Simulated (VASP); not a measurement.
# TiTe2 (P-3m1) in VASP: single point with PBE+D3(BJ)

Aim: the single point of TiTe2 with PBE+D3(BJ).

Everything below comes from runs of VASP 6.6.1. Logs are shortened: lines on timing, memory, paths and dates and some standing lists are left out, and cuts for length are marked.

**1. The cell of the first run**

It takes space group P-3m1 (No. 164, trigonal). Conventional cell: a = 3.777 Å, b = 3.777 Å, c = 6.498 Å, α = 90.00°, β = 90.00°, γ = 120.00°. Within 3.8 Å of Ti (site symmetry -3m) lie 6 Te at 2.77 Å and 6 Ti at 3.78 Å. Within 3.8 Å of Te (site symmetry 3m) lie 3 Ti at 2.77 Å and 9 Te at 3.77 to 3.78 Å.

**2. Single point, PBE+D3(BJ)**

Contents of INCAR:

```
SYSTEM = TiTe2
  PREC = Accurate
  ENCUT = 520
  EDIFF = 1E-6
  ISMEAR = 0
  SIGMA = 0.1
  LREAL = .False.
  LASPH = .True.
  NELM = 80
  ALGO = Normal
  ISIF = 2
  LWAVE = .False.
  LCHARG = .False.
  GGA = PE
  IVDW = 12
  NBANDS = 19
```

Contents of KPOINTS:

```
regular mesh
0
Gamma
  15 15 8
  0 0 0
```

Contents of POSCAR:

```
TiTe2
1.0
    3.7770000000      0.0000000000      0.0000000000
   -1.8885000000      3.2709779501      0.0000000000
    0.0000000000      0.0000000000      6.4980000000
Ti Te
1 2
Direct
    0.0000000000      0.0000000000      0.0000000000
    0.6666666667      0.3333333333      0.2633478860
    0.3333333333      0.6666666667      0.7366521140
```

Potentials or basis: VASP PAW PBE potentials, release 64 (Ti_sv, Te).

Started as:

```console
> cat potpaw_PBE.64/Ti_sv/POTCAR potpaw_PBE.64/Te/POTCAR > POTCAR
> mpirun -np 1 vasp_std > vasp.out
```

OUTCAR:

```text
SYSTEM = TiTe2
   PREC = Accurate
   ENCUT = 520
   EDIFF = 1E-6
   ISMEAR = 0
   LREAL = .False.
   LASPH = .True.
   NELM = 80
   ISIF = 2
   GGA = PE
   IVDW = 12
 IVDW          = 12

 ion  position               nearest neighbor table
   1  0.000  0.000  0.000-   2 2.77   3 2.77   2 2.77   3 2.77   2 2.77   3 2.77
   2  0.667  0.333  0.263-   1 2.77   1 2.77   1 2.77
   3  0.333  0.667  0.737-   1 2.77   1 2.77   1 2.77

  LATTYP: Found a hexagonal cell.
 ALAT       =     3.7770000000
 C/A-ratio  =     1.7204130262

  Lattice vectors:

 A1 = (   3.7770000000,   0.0000000000,   0.0000000000)
 A2 = (  -1.8885000000,   3.2709779501,   0.0000000000)
 A3 = (   0.0000000000,   0.0000000000,   6.4980000000)

Analysis of symmetry for initial positions (statically):
=====================================================================
 Subroutine PRICEL returns:
 Original cell was already a primitive cell.

 Routine SETGRP: Setting up the symmetry group for a
 hexagonal supercell.

 Subroutine GETGRP returns: Found 12 space group operations
 (whereof 12 operations were pure point group operations)
 out of a pool of 24 trial point group operations.

The static configuration has the point symmetry D_3d.

Analysis of symmetry for dynamics (positions and initial velocities):
=====================================================================
 Subroutine PRICEL returns:
 Original cell was already a primitive cell.

 Routine SETGRP: Setting up the symmetry group for a
 hexagonal supercell.

 Subroutine GETGRP returns: Found 12 space group operations
 (whereof 12 operations were pure point group operations)
 out of a pool of 24 trial point group operations.

The dynamic configuration has the point symmetry D_3d.

 Subroutine INISYM returns: Found 12 space group operations
 (whereof 12 operations are pure point group operations),
 and found     1 'primitive' translations

----------------------------------------------------------------------------------------

                                     Primitive cell

  volume of cell :      80.2794

  direct lattice vectors                    reciprocal lattice vectors
     3.777000000  0.000000000  0.000000000     0.264760392  0.152859484  0.000000000
    -1.888500000  3.270977950  0.000000000     0.000000000  0.305718967  0.000000000
     0.000000000  0.000000000  6.498000000     0.000000000  0.000000000  0.153893506

  length of vectors
     3.777000000  3.777000000  6.498000000     0.305718967  0.305718967  0.153893506

  position of ions in fractional coordinates (direct lattice)
     0.000000000  0.000000000  0.000000000
     0.666666667  0.333333333  0.263347886
     0.333333333  0.666666667  0.736652114

  ion indices of the primitive-cell ions
   primitive index   ion index
                 1           1
                 2           2
                 3           3

----------------------------------------------------------------------------------------

 KPOINTS: regular mesh

Automatic generation of k-mesh.
 Grid dimensions read from file:
 generate k-points for:   15   15    8

 Generating k-lattice:

  Cartesian coordinates                     Fractional coordinates (reciprocal lattice)
     0.017650693  0.010190632  0.000000000     0.066666667 -0.000000000  0.000000000
     0.000000000  0.020381264  0.000000000     0.000000000  0.066666667  0.000000000
     0.000000000  0.000000000  0.019236688     0.000000000  0.000000000  0.125000000

  Length of vectors
     0.020381264  0.020381264  0.019236688

  Shift w.r.t. Gamma in fractional coordinates (k-lattice)
     0.000000000  0.000000000  0.000000000

 Subroutine IBZKPT returns following result:
 ===========================================

 Found    192 irreducible k-points:

 Following reciprocal coordinates:
            Coordinates               Weight
  0.000000  0.000000  0.000000      1.000000
  0.066667  0.000000  0.000000      6.000000
  0.133333 -0.000000  0.000000      6.000000
  0.200000  0.000000  0.000000      6.000000
  0.266667 -0.000000  0.000000      6.000000
  0.333333 -0.000000  0.000000      6.000000
[... 16 lines left out ...]
  0.333333  0.200000  0.000000     12.000000
  0.400000  0.200000  0.000000      6.000000
 [... further k-points ...]
   k-points           NKPTS =    192   k-points in BZ     NKDIM =    192   number of bands    NBANDS=     19
   number of dos      NEDOS =    301   number of ions     NIONS =      3
   total plane-waves  NPLWV =  37632
   dimension x,y,z NGX =    28 NGY =   28 NGZ =   48
   dimension x,y,z NGXF=    56 NGYF=   56 NGZF=   96
   ions per type =               1   2
   NGX,Y,Z   is equivalent  to a cutoff of  12.32, 12.32, 12.28 a.u.
   NGXF,Y,Z  is equivalent  to a cutoff of  24.65, 24.65, 24.56 a.u.
 SYSTEM =  TiTe2
   PREC   = accura    normal or accurate (medium, high low for compatibility)
   ISTART =      0    job   : 0-new  1-cont  2-samecut
   ICHARG =      2    charge: 1-file 2-atom 10-const
   ISPIN  =      1    spin polarized calculation?
   LNONCOLLINEAR =      F non collinear calculations
   LSORBIT =      F    spin-orbit coupling
   LASPH  =      T    aspherical Exc in radial PAW
   ENCUT  =  520.0 eV  38.22 Ry    6.18 a.u.   7.02  7.02 12.08*2*pi/ulx,y,z
   NELM   =     80;   NELMIN=  2; NELMDL= -5     # of ELM steps
   EDIFF  = 0.1E-05   stopping-criterion for ELM
   LREAL  =      F    real-space projection
   EDIFFG = 0.1E-04   stopping-criterion for IOM
   NSW    =      0    number of steps for IOM
   IBRION =     -1    ionic relax: 0-MD 1-quasi-New 2-CG
   NFREE  =      0    steps in history (QN), initial steepest desc. (CG)
   ISIF   =      2    stress and relaxation
   ISYM   =      2    0-nonsym 1-usesym 2-fastsym
   POTIM  = 0.5000    time-step for ionic-motion
   TEBEG  =    0.0;   TEEND  =   0.0 temperature during run
   PSTRESS=    0.0 pullay stress
   NELECT =      24.0000    total number of electrons
   NUPDOWN=      -1.0000    fix difference up-down
   EMIN   =  10.00;   EMAX   =-10.00  energy-range for DOS
   EFERMI =   0.00;   METHOD = LEGACY
   ISMEAR =     0;   SIGMA  =   0.10  broadening in eV -4-tet -1-fermi 0-gaus
   EFERMI_NEDOS =   21; number of points for ismear=-14 and -15
   IALGO  =     38    algorithm
   IMIX   =      4    mixing-type and parameters
     AMIX     =   0.40;   BMIX     =  1.00
     AMIX_MAG =   1.60;   BMIX_MAG =  1.00
  volume/ion in A,a.u.               =      26.76       180.58
  Fermi-wavevector in a.u.,A,eV,Ry     =   1.094655  2.068597 16.303438  1.198269
  Thomas-Fermi vector in A             =   2.230964
   LORBIT       =      0    0 simple, 1 ext, 2 COOP (PROOUT), +10 PAW based schemes
   GGA     = PE    functional components
   LHFCALC =     F    Hartree Fock is set to
   AEXX    =    0.0000 exact exchange contribution
   IVDW    =    12    specifies the selected vdW correction
   LEPSILON=     F    determine dielectric tensor
   LRPA    =     F    only Hartree local field effects (RPA)
 non-spin polarized calculation
 Gauss-broadening in eV      SIGMA  =   0.10
  energy-cutoff  :      520.00
  volume of cell :       80.28
 maximum number of plane-waves:      2184
   NGX = 13   NGY = 13   NGZ = 25

 number of electron      23.9999998 magnetization

 Free energy of the ion-electron system (eV)
  ---------------------------------------------------
  ext. energy  EPLUGINS =         0.00000000
  ---------------------------------------------------
  free energy    TOTEN  =       -16.20616821 eV

  energy without entropy =      -16.19886292  energy(sigma->0) =      -16.20251556

 E-fermi :   6.8500     XC(G=0):  -9.8624

 val. band max:        6.8469547864   @ k =   0.0667   0.0000   0.1250
 cond. band min:       6.8594676401   @ k =   0.3333  -0.0000   0.5000
 fundamental gap:      0.0125128537
 Fermi energy:         6.8499657917

 k-point     1 :       0.0000    0.0000    0.0000
  band No.  band energies     occupation
      1     -50.6636      2.00000
      2     -26.9220      2.00000
      3     -26.9220      2.00000
      4     -26.8780      2.00000
      5      -5.5796      2.00000
      6      -4.0770      2.00000
[... 11 lines left out ...]
     18      11.9262      0.00000
     19      12.7481      0.00000

 k-point     2 :       0.0667    0.0000    0.0000
  band No.  band energies     occupation
      1     -50.6635      2.00000
      2     -26.9239      2.00000
      3     -26.9225      2.00000
      4     -26.8776      2.00000
      5      -5.5303      2.00000
      6      -4.0514      2.00000
[... 11 lines left out ...]
     18      12.3120      0.00000
     19      13.0200      0.00000

 k-point     3 :       0.1333   -0.0000    0.0000
  band No.  band energies     occupation
      1     -50.6631      2.00000
      2     -26.9290      2.00000
      3     -26.9236      2.00000
      4     -26.8764      2.00000
      5      -5.3849      2.00000
      6      -3.9779      2.00000
[... 11 lines left out ...]
     18      12.8687      0.00000
     19      13.5656      0.00000

 k-point     4 :       0.2000    0.0000    0.0000
  band No.  band energies     occupation
      1     -50.6626      2.00000
      2     -26.9365      2.00000
      3     -26.9254      2.00000
      4     -26.8747      2.00000
      5      -5.1519      2.00000
      6      -3.8672      2.00000
[... 11 lines left out ...]
     18      12.8082      0.00000
     19      13.7337      0.00000

 k-point     5 :       0.2667   -0.0000    0.0000
  band No.  band energies     occupation
      1     -50.6619      2.00000
      2     -26.9450      2.00000
      3     -26.9273      2.00000
      4     -26.8727      2.00000
      5      -4.8476      2.00000
      6      -3.7392      2.00000
[... 11 lines left out ...]
     18      12.4996      0.00000
     19      13.1942      0.00000

 k-point     6 :       0.3333   -0.0000    0.0000
  band No.  band energies     occupation
      1     -50.6614      2.00000
      2     -26.9532      2.00000
      3     -26.9292      2.00000
      4     -26.8708      2.00000
      5      -4.4995      2.00000
      6      -3.6258      2.00000
[... 11 lines left out ...]
     18      12.3274      0.00000
     19      12.6958      0.00000

 k-point     7 :       0.4000    0.0000    0.0000
  band No.  band energies     occupation
      1     -50.6609      2.00000
      2     -26.9596      2.00000
      3     -26.9307      2.00000
      4     -26.8693      2.00000
      5      -4.1519      2.00000
      6      -3.5698      2.00000
[... 11 lines left out ...]
     18      12.3050      0.00000
     19      12.4389      0.00000

 k-point     8 :       0.4667    0.0000    0.0000
  band No.  band energies     occupation
      1     -50.6606      2.00000
      2     -26.9631      2.00000
      3     -26.9315      2.00000
      4     -26.8685      2.00000
      5      -3.8764      2.00000
      6      -3.6038      2.00000
[... 256 lines left out ...]
 k-point    20 :       0.4000    0.1333    0.0000
  band No.  band energies     occupation
      1     -50.6605      2.00000
      2     -26.9609      2.00000
      3     -26.9358      2.00000
      4     -26.8681      2.00000
      5      -3.8094      2.00000
      6      -3.5575      2.00000
[... 11 lines left out ...]
     18      11.8616      0.00000
     19      13.3157      0.00000

 k-point    21 :       0.2000    0.2000    0.0000
  band No.  band energies     occupation
      1     -50.6612      2.00000
      2     -26.9514      2.00000
      3     -26.9335      2.00000
      4     -26.8703      2.00000
      5      -4.4248      2.00000
      6      -3.5861      2.00000
[... 11 lines left out ...]
     18      12.2192      0.00000
     19      13.9856      0.00000

 k-point    22 :       0.2667    0.2000    0.0000
  band No.  band energies     occupation
      1     -50.6608      2.00000
      2     -26.9552      2.00000
      3     -26.9371      2.00000
      4     -26.8689      2.00000
      5      -4.1112      2.00000
      6      -3.5119      2.00000
[... 11 lines left out ...]
     18      11.6486      0.00000
     19      14.1661      0.00000

 k-point    23 :       0.3333    0.2000    0.0000
  band No.  band energies     occupation
      1     -50.6605      2.00000
      2     -26.9577      2.00000
      3     -26.9397      2.00000
      4     -26.8680      2.00000
      5      -3.8356      2.00000
      6      -3.4982      2.00000
[... 11 lines left out ...]
     18      11.3465      0.00000
     19      14.2074      0.00000

 k-point    24 :       0.4000    0.2000    0.0000
  band No.  band energies     occupation
      1     -50.6604      2.00000
      2     -26.9585      2.00000
      3     -26.9406      2.00000
      4     -26.8676      2.00000
      5      -3.6917      2.00000
      6      -3.5335      2.00000
[... 11 lines left out ...]
     18      11.2574      0.00000
     19      14.2342      0.00000

 [... further k-points ...]

------------------------ aborting loop because EDIFF is reached ----------------------------------------

 Edisp (eV)   -1.47479

 E8    (eV) :    -0.6840

  FORCE on cell =-STRESS in cart. coord.  units (eV):
  Direction    XX          YY          ZZ          XY          YZ          ZX
  --------------------------------------------------------------------------------------
  -------------------------------------------------------------------------------------
  Total      -1.23406    -1.23406    -0.79261    -0.00000     0.00000     0.00000
  in kB     -24.62884   -24.62884   -15.81852    -0.00000     0.00000     0.00000
  external pressure =      -21.69 kB  Pullay stress =        0.00 kB

 VOLUME and BASIS-vectors are now :
 -----------------------------------------------------------------------------
  energy-cutoff  :      520.00
  volume of cell :       80.28
      direct lattice vectors                 reciprocal lattice vectors
     3.777000000  0.000000000  0.000000000     0.264760392  0.152859484  0.000000000
    -1.888500000  3.270977950  0.000000000     0.000000000  0.305718967  0.000000000
     0.000000000  0.000000000  6.498000000     0.000000000  0.000000000  0.153893506

 POSITION                                       TOTAL-FORCE (eV/Angst)
 -----------------------------------------------------------------------------------
      0.00000      0.00000      0.00000        -0.000000      0.000000      0.000000
      1.88850      1.09033      1.71123        -0.000000     -0.000000      0.009718
     -0.00000      2.18065      4.78677         0.000000      0.000000     -0.009718
 -----------------------------------------------------------------------------------
    total drift:                               -0.000000      0.000000     -0.000000

  FREE ENERGIE OF THE ION-ELECTRON SYSTEM (eV)
  ---------------------------------------------------
  free  energy   TOTEN  =       -17.6809587119 eV

  energy  without entropy=      -17.6736534201  energy(sigma->0) =      -17.67730607
```

It took 15 min on 1 thread of AMD EPYC, shared host; peak memory 0.38 GiB.

Results:

```yaml
Free_energy: -17.6810 eV
Pressure: -2.2 GPa
Largest_force: 0.010 eV/Å
Band_gap_on_the_k_mesh: zero (bands 12 and 13 overlap by 0.64 eV)
Dispersion_energy_per_atom: -0.492 eV
```

Forces on the atoms (eV/Å):
```
Ti   0.000  0.000  0.000
Te   0.000  0.000  0.010
Te   0.000  0.000 -0.010
```

Levels at points of the mesh, in eV from the Fermi level:
```
           k point  band 8  band 9  band 10  band 11  band 12  band 13  band 14  band 15  band 16  band 17
(0.00, 0.00, 0.00)   -1.70   -1.70     0.32     0.37     0.37     0.55     1.04     1.04     3.01     3.01
(0.00, 0.00, 0.50)   -2.68   -1.63    -1.63     0.36     0.36     0.72     0.72     0.99     3.45     3.45
```

Caveat: spin-orbit coupling is left out, which moves the levels of the heavy elements.
